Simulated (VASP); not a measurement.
# Ba3S4 (Pm-3m) in VASP: notebook

Ba3S4 is run at these levels: PBE; tasks: single point, relaxation of cell and atoms.

All numbers are computed with VASP 6.6.1; they aren't measurements. Logs are shortened: lines on timing, memory, paths and dates and some standing lists are left out, and cuts for length are marked.

## (1) The cell of the first run

It takes space group Pm-3m (No. 221, cubic). Conventional cell: a = 6.528 Å, b = 6.528 Å, c = 6.528 Å, α = 90.00°, β = 90.00°, γ = 90.00°. Ba (site symmetry 4/mmm) has 6 S at 3.26 Å within 4.3 Å. S (site symmetry 4/mmm) has 4 Ba at 3.26 Å within 4.3 Å. Within 4.3 Å of S (site symmetry m-3m) lie 6 Ba at 3.26 Å.

## (2) Single point, PBE (atoms taken out)

INCAR

```
PREC     = Accurate       # precision mode
ENCUT    = 520            # plane-wave cutoff, eV
EDIFF    = 1E-7           # SCF threshold, eV
ISMEAR   = 0              # smearing method
SIGMA    = 0.1            # smearing width, eV
LREAL    = F              # projectors in reciprocal space
LASPH    = T              # aspherical terms in the spheres
NELM     = 80             # most SCF steps
ALGO     = Normal         # electronic algorithm
ISIF     = 2              # what is computed and relaxed
LWAVE    = F              # write WAVECAR
LCHARG   = F              # write CHGCAR
GGA      = PE             # functional
NBANDS   = 36             # bands
```

KPOINTS

```
regular mesh
0
Gamma
  4 4 4
```

POSCAR

```
Ba3S4
1.0
    6.5280000000      0.0000000000      0.0000000000
    0.0000000000      6.5280000000      0.0000000000
    0.0000000000      0.0000000000      6.5280000000
Ba S
3 4
Direct
    0.5000000000      0.0000000000      0.0000000000
    0.0000000000      0.5000000000      0.0000000000
    0.0000000000      0.0000000000      0.5000000000
    0.0000000000      0.5000000000      0.5000000000
    0.5000000000      0.0000000000      0.5000000000
    0.5000000000      0.5000000000      0.0000000000
    0.0000000000      0.0000000000      0.0000000000
```

Potentials or basis: VASP PAW PBE potentials, release 64 (Ba_sv, S).

Run with:

```bash
$ cat potpaw_PBE.64/Ba_sv/POTCAR potpaw_PBE.64/S/POTCAR > POTCAR
$ mpirun -np 1 vasp_std > vasp.out
```

OUTCAR:

```text
PREC = Accurate
   ENCUT = 520
   EDIFF = 1E-7
   ISMEAR = 0
   LREAL = F
   LASPH = T
   NELM = 80
   ISIF = 2
   GGA = PE

 ion  position               nearest neighbor table
   1  0.500  0.000  0.000-   5 3.26   6 3.26   7 3.26   5 3.26   6 3.26   7 3.26   3 4.62   2 4.62
                             2 4.62   2 4.62   3 4.62   3 4.62   3 4.62   2 4.62
   2  0.000  0.500  0.000-   4 3.26   6 3.26   7 3.26   4 3.26   7 3.26   6 3.26   3 4.62   1 4.62
                             3 4.62   1 4.62   3 4.62   1 4.62   3 4.62   1 4.62
   3  0.000  0.000  0.500-   4 3.26   5 3.26   7 3.26   7 3.26   4 3.26   5 3.26   2 4.62   2 4.62
                             2 4.62   1 4.62   2 4.62   1 4.62   1 4.62   1 4.62
   4  0.000  0.500  0.500-   2 3.26   3 3.26   2 3.26   3 3.26
   5  0.500  0.000  0.500-   1 3.26   3 3.26   1 3.26   3 3.26
   6  0.500  0.500  0.000-   1 3.26   2 3.26   1 3.26   2 3.26
   7  0.000  0.000  0.000-   1 3.26   2 3.26   3 3.26   3 3.26   2 3.26   1 3.26

  LATTYP: Found a simple cubic cell.
 ALAT       =     6.5280000000

  Lattice vectors:

 A1 = (   6.5280000000,   0.0000000000,   0.0000000000)
 A2 = (   0.0000000000,   6.5280000000,   0.0000000000)
 A3 = (   0.0000000000,   0.0000000000,   6.5280000000)

Analysis of symmetry for initial positions (statically):
=====================================================================
 Subroutine PRICEL returns:
 Original cell was already a primitive cell.

 Routine SETGRP: Setting up the symmetry group for a
 simple cubic supercell.

 Subroutine GETGRP returns: Found 48 space group operations
 (whereof 48 operations were pure point group operations)
 out of a pool of 48 trial point group operations.

The static configuration has the point symmetry O_h .

Analysis of symmetry for dynamics (positions and initial velocities):
=====================================================================
 Subroutine PRICEL returns:
 Original cell was already a primitive cell.

 Routine SETGRP: Setting up the symmetry group for a
 simple cubic supercell.

 Subroutine GETGRP returns: Found 48 space group operations
 (whereof 48 operations were pure point group operations)
 out of a pool of 48 trial point group operations.

The dynamic configuration has the point symmetry O_h .

 Subroutine INISYM returns: Found 48 space group operations
 (whereof 48 operations are pure point group operations),
 and found     1 'primitive' translations

----------------------------------------------------------------------------------------
[... 94 lines left out ...]
   ISIF   =      2    stress and relaxation
   ISYM   =      2    0-nonsym 1-usesym 2-fastsym
   POTIM  = 0.5000    time-step for ionic-motion
   TEBEG  =    0.0;   TEEND  =   0.0 temperature during run
   PSTRESS=    0.0 pullay stress
   NELECT =      54.0000    total number of electrons
   NUPDOWN=      -1.0000    fix difference up-down
   EMIN   =  10.00;   EMAX   =-10.00  energy-range for DOS
   EFERMI =   0.00;   METHOD = LEGACY
   ISMEAR =     0;   SIGMA  =   0.10  broadening in eV -4-tet -1-fermi 0-gaus
   EFERMI_NEDOS =   21; number of points for ismear=-14 and -15
   IALGO  =     38    algorithm
   IMIX   =      4    mixing-type and parameters
     AMIX     =   0.40;   BMIX     =  1.00
     AMIX_MAG =   1.60;   BMIX_MAG =  1.00
  volume/ion in A,a.u.               =      39.74       268.19
  Fermi-wavevector in a.u.,A,eV,Ry     =   0.947893  1.791258 12.224848  0.898501
  Thomas-Fermi vector in A             =   2.076030
   LORBIT       =      0    0 simple, 1 ext, 2 COOP (PROOUT), +10 PAW based schemes
   GGA     = PE    functional components
   LHFCALC =     F    Hartree Fock is set to
   AEXX    =    0.0000 exact exchange contribution
   IVDW    =     0    specifies the selected vdW correction
   LEPSILON=     F    determine dielectric tensor
   LRPA    =     F    only Hartree local field effects (RPA)
 non-spin polarized calculation
 Gauss-broadening in eV      SIGMA  =   0.10
  energy-cutoff  :      520.00
  volume of cell :      278.19
 maximum number of plane-waves:      7568
 NGX is ok and might be reduce to    50
   NGX = 25   NGY = 25   NGZ = 25

 number of electron      54.0000012 magnetization

 Free energy of the ion-electron system (eV)
  ---------------------------------------------------
  ext. energy  EPLUGINS =         0.00000000
  ---------------------------------------------------
  free energy    TOTEN  =       -31.63260673 eV

  energy without entropy =      -31.55312073  energy(sigma->0) =      -31.59286373

 E-fermi :  -0.1259     XC(G=0):  -7.5763

 val. band max:       -0.1523790666   @ k =   0.2500   0.2500   0.2500
 cond. band min:      -0.0946766960   @ k =   0.2500   0.2500   0.0000
 fundamental gap:      0.0577023707
 Fermi energy:        -0.1259341165

 k-point     1 :       0.0000    0.0000    0.0000
  band No.  band energies     occupation
      1     -26.3177      2.00000
      2     -26.2870      2.00000
      3     -26.2870      2.00000
      4     -11.6889      2.00000
      5     -11.6889      2.00000
      6     -11.6889      2.00000
[... 379 lines left out ...]
     35       5.8815      0.00000
     36       5.8815      0.00000

------------------------ aborting loop because EDIFF is reached ----------------------------------------

  FORCE on cell =-STRESS in cart. coord.  units (eV):
  Direction    XX          YY          ZZ          XY          YZ          ZX
  --------------------------------------------------------------------------------------
  -------------------------------------------------------------------------------------
  Total       -2.8955596     -2.8955596     -2.8955596     -0.0000000     -0.0000000     -0.0000000
  in kB      -16.6764133    -16.6764133    -16.6764133     -0.0000000     -0.0000000     -0.0000000
  external PRESSURE =     -16.6764133 kB  Pullay stress =       0.0000000 kB

 VOLUME and BASIS-vectors are now :
 -----------------------------------------------------------------------------
  energy-cutoff  :      520.00
  volume of cell :      278.19
      direct lattice vectors                 reciprocal lattice vectors
     6.528000000  0.000000000  0.000000000     0.153186275  0.000000000  0.000000000
     0.000000000  6.528000000  0.000000000     0.000000000  0.153186275  0.000000000
     0.000000000  0.000000000  6.528000000     0.000000000  0.000000000  0.153186275

 POSITION                                       TOTAL-FORCE (eV/Angst)
 -----------------------------------------------------------------------------------
      3.26400      0.00000      0.00000         0.000000      0.000000      0.000000
      0.00000      3.26400      0.00000         0.000000      0.000000      0.000000
      0.00000      0.00000      3.26400         0.000000      0.000000      0.000000
      0.00000      3.26400      3.26400         0.000000      0.000000      0.000000
      3.26400      0.00000      3.26400         0.000000      0.000000      0.000000
      3.26400      3.26400      0.00000         0.000000      0.000000      0.000000
      0.00000      0.00000      0.00000         0.000000      0.000000      0.000000
 -----------------------------------------------------------------------------------
    total drift:                                0.000000      0.000000     -0.000000

  FREE ENERGIE OF THE ION-ELECTRON SYSTEM (eV)
  ---------------------------------------------------
  free  energy   TOTEN  =       -31.6326067306 eV

  energy  without entropy=      -31.5531207251  energy(sigma->0) =      -31.59286373
```

Run time: 90 s. Hardware: 1 thread of Intel Xeon 6975P-C (Granite Rapids), shared host; peak memory 0.37 GiB.

Results:

```yaml
Free_energy: -31.6326 eV
Pressure: -1.7 GPa
Band_gap_on_the_k_mesh: zero (bands 27 and 28 overlap by 0.16 eV)
```

Levels at points of the mesh, in eV from the Fermi level:
| k point | band 23 | band 24 | band 25 | band 26 | band 27 | band 28 | band 29 | band 30 | band 31 | band 32 |
| --- | --- | --- | --- | --- | --- | --- | --- | --- | --- | --- |
| (0.00, 0.00, 0.00) | -0.10 | -0.10 | -0.10 | 0.10 | 0.10 | 0.10 | 2.91 | 2.91 | 2.91 | 3.82 |
| (0.50, 0.00, 0.00) | -0.40 | -0.23 | -0.08 | -0.08 | -0.06 | -0.06 | 3.11 | 4.50 | 4.58 | 4.58 |
| (0.50, 0.50, 0.00) | -0.73 | -0.40 | -0.40 | -0.27 | -0.27 | 0.17 | 4.73 | 4.89 | 4.89 | 4.98 |
| (0.50, 0.50, 0.50) | -0.92 | -0.84 | -0.84 | -0.84 | 0.10 | 0.10 | 5.65 | 5.68 | 5.68 | 5.68 |

Caveat: the cell differs from its parent crystal (atoms taken out); spin-orbit coupling is left out, which moves the levels of the heavy elements.

## (3) Single point, PBE (atoms taken out)

INCAR

```
SYSTEM = Ba3S4
  ALGO = Normal
  EDIFF = 1E-7
  ENCUT = 520
  GGA = PE
  ISIF = 2
  ISMEAR = 0
  LASPH = .TRUE.
  LCHARG = .FALSE.
  LREAL = .FALSE.
  LWAVE = .FALSE.
  NBANDS = 36
  NELM = 60
  PREC = Accurate
  SIGMA = 0.1
```

KPOINTS

```
k-points
0
G
  6 6 6
  0 0 0
```

POSCAR, as its differences from that of step 2:

```diff
@@ -2,5 +2,5 @@
 1.0
-    6.5280000000      0.0000000000      0.0000000000
-    0.0000000000      6.5280000000      0.0000000000
-    0.0000000000      0.0000000000      6.5280000000
+    6.3686265104      0.0000000000      0.0000000000
+    0.0000000000      6.3686265104      0.0000000000
+    0.0000000000      0.0000000000      6.3686265104
 Ba S
```

Potentials or basis: VASP PAW PBE potentials, release 64 (Ba_sv, S).

Run with:

```bash
$ cat potpaw_PBE.64/Ba_sv/POTCAR potpaw_PBE.64/S/POTCAR > POTCAR
$ mpirun -np 1 vasp_std > vasp.out
```

Run time: 2.3 min. Hardware: 1 thread of Intel Xeon 6975P-C (Granite Rapids), shared host; peak memory 0.39 GiB.

Results (log left out):

```
Free energy            : -31.7102 eV
Pressure               : 0.4 GPa
Band gap on the k mesh : zero (bands 27 and 28 overlap by 0.16 eV)
```

Levels at points of the mesh, in eV from the Fermi level:
| k point | band 23 | band 24 | band 25 | band 26 | band 27 | band 28 | band 29 | band 30 | band 31 | band 32 |
| --- | --- | --- | --- | --- | --- | --- | --- | --- | --- | --- |
| (0.00, 0.00, 0.00) | -0.04 | -0.04 | -0.04 | 0.13 | 0.13 | 0.13 | 2.86 | 2.86 | 2.86 | 4.16 |
| (0.50, 0.00, 0.00) | -0.33 | -0.27 | -0.04 | -0.04 | -0.03 | -0.03 | 3.08 | 4.55 | 4.70 | 4.70 |
| (0.50, 0.50, 0.00) | -0.85 | -0.47 | -0.37 | -0.23 | -0.23 | 0.19 | 4.87 | 5.03 | 5.03 | 5.15 |
| (0.50, 0.50, 0.50) | -1.02 | -0.93 | -0.93 | -0.93 | 0.10 | 0.10 | 5.95 | 5.97 | 5.97 | 5.97 |

Caveat: the cell differs from its parent crystal (atoms taken out); spin-orbit coupling is left out, which moves the levels of the heavy elements.

## (4) Relaxation of cell and atoms, PBE (atoms taken out)

INCAR

```
SYSTEM = Ba3S4
  PREC = Accurate
  ENCUT = 600
  EDIFF = 1E-6
  ISMEAR = 0
  SIGMA = 0.1
  LREAL = .False.
  LASPH = .True.
  NELM = 80
  ALGO = Normal
  ISIF = 3
  LWAVE = .False.
  LCHARG = .False.
  GGA = PE
  IBRION = 2
  NSW = 100
  EDIFFG = -0.01
```

KPOINTS

```
Automatic mesh
0
Gamma
  6 6 6
  0 0 0
```

POSCAR is that of step 3.

Run with:

```bash
$ cat potpaw_PBE.64/Ba_sv/POTCAR potpaw_PBE.64/S/POTCAR > POTCAR
$ mpirun -np 1 vasp_std > vasp.out
```

Run time: 4.1 min. Hardware: 1 thread of Intel Xeon 6975P-C (Granite Rapids), shared host; peak memory 0.51 GiB.

The run converged. Its results:

- Free energy: -31.7167 eV
- Relaxed volume: 37.46 Å³/atom
- Relaxed cell: a = 6.401 Å, b = 6.401 Å, c = 6.401 Å, α = 90.00°, β = 90.00°, γ = 90.00°
- Space group after relaxing (to 0.1 Å): Pm-3m (No. 221)
- Energy gained by relaxing: 0.7 meV/atom
- Ionic steps: 2
- Pressure after relaxing: 0.0 GPa
- Band gap on the k mesh: zero (bands 27 and 28 overlap by 0.16 eV)

Step by step:
```csv
step,energy change (eV),largest force (eV/Å),pressure (GPa),volume (Å³)
1,0.0000,0.0000,0.45,258.31
2,-0.0051,0.0000,-0.02,262.22
```

Final structure:
```
CELL_PARAMETERS angstrom
6.40058 0.00000 0.00000
0.00000 6.40058 0.00000
0.00000 0.00000 6.40058
ATOMIC_POSITIONS crystal
Ba 0.50000 0.00000 0.00000
Ba 0.00000 0.50000 0.00000
Ba 0.00000 0.00000 0.50000
S 0.00000 0.50000 0.50000
S 0.50000 0.00000 0.50000
S 0.50000 0.50000 0.00000
S 0.00000 0.00000 0.00000
```

Levels at points of the mesh, in eV from the Fermi level:
```tsv
k point	band 24	band 25	band 26	band 27	band 28	band 29	band 30	band 31
(0.00, 0.00, 0.00)	-0.05	-0.05	0.13	0.13	0.13	2.87	2.87	2.87
(0.50, 0.00, 0.00)	-0.26	-0.04	-0.04	-0.04	-0.04	3.09	4.54	4.68
(0.50, 0.50, 0.00)	-0.45	-0.37	-0.24	-0.24	0.19	4.85	5.01	5.01
(0.50, 0.50, 0.50)	-0.91	-0.91	-0.91	0.10	0.10	5.89	5.91	5.91
```

Caveat: the cell differs from its parent crystal (atoms taken out); spin-orbit coupling is left out, which moves the levels of the heavy elements.

## (5) The runs side by side

| task | cell | k mesh | cutoff (eV) | gap on the mesh (eV) | pressure (GPa) |
| --- | --- | --- | --- | --- | --- |
| single point | a = 6.528 Å, 7 atoms | 4 × 4 × 4 | 520 | none | -1.7 |
| single point | a = 6.369 Å, 7 atoms | 6 × 6 × 6 | 520 | none | 0.4 |
| relaxation of cell and atoms | relaxed from a = 6.369 Å, 7 atoms | 6 × 6 × 6 | 600 | none | 0.0 |

Alike in all rows: level PBE; potentials or basis VASP PAW PBE potentials, release 64 (Ba_sv, S); no spin polarisation; smearing gaussian 0.1 eV.

Caveats: spin-orbit coupling is left out, which moves the levels of the heavy elements.

Absolute energies hang on the potentials; compare differences alone.
